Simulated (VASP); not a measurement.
BeAl2, 6 atoms in the cell. Symmetry: Fd-3m, No. 227, cubic system. Conventional cell: a = 7.272 Å, b = 7.272 Å, c = 7.272 Å, α = 90.00°, β = 90.00°, γ = 90.00°. Be (site symmetry -43m) has 12 Al at 3.01 Å and 4 Be at 3.15 Å within 4.0 Å. Al (site symmetry -3m) has 6 Al at 2.57 Å and 6 Be at 3.01 Å within 3.4 Å. 

```yaml
Program: VASP 6.6.1
Task: relaxation of cell and atoms
Functional: PBE
Potentials_or_basis: VASP PAW PBE potentials, release 64 (Be, Al)
Cutoff: 600 eV
k_mesh: 10 × 10 × 10
Occupations: gaussian, width 0.1 eV
Spin: no spin polarisation
Dipole_correction: no
Further_INCAR_settings: ALGO = Normal; EDIFF = 1e-06; IBRION = 2; EDIFFG = -0.01; NSW = 100; ISIF = 3
```

Potentials or basis: VASP PAW PBE potentials, release 64 (Be, Al).

Command:

```bash
$ cat potpaw_PBE.64/Be/POTCAR potpaw_PBE.64/Al/POTCAR > POTCAR
$ mpirun -np 1 vasp_std > vasp.out
```

Hardware: 1 thread of Intel(R) Xeon(R) 6975P-C (Granite Rapids), on a shared host.

Question: Estimate the wall time of this run.

Answer: It took 47 s on 1 thread of Intel(R) Xeon(R) 6975P-C (Granite Rapids), with other jobs on the host, peak memory 0.28 GiB. Counts: scf iterations 16, k points 47, ion steps 2.
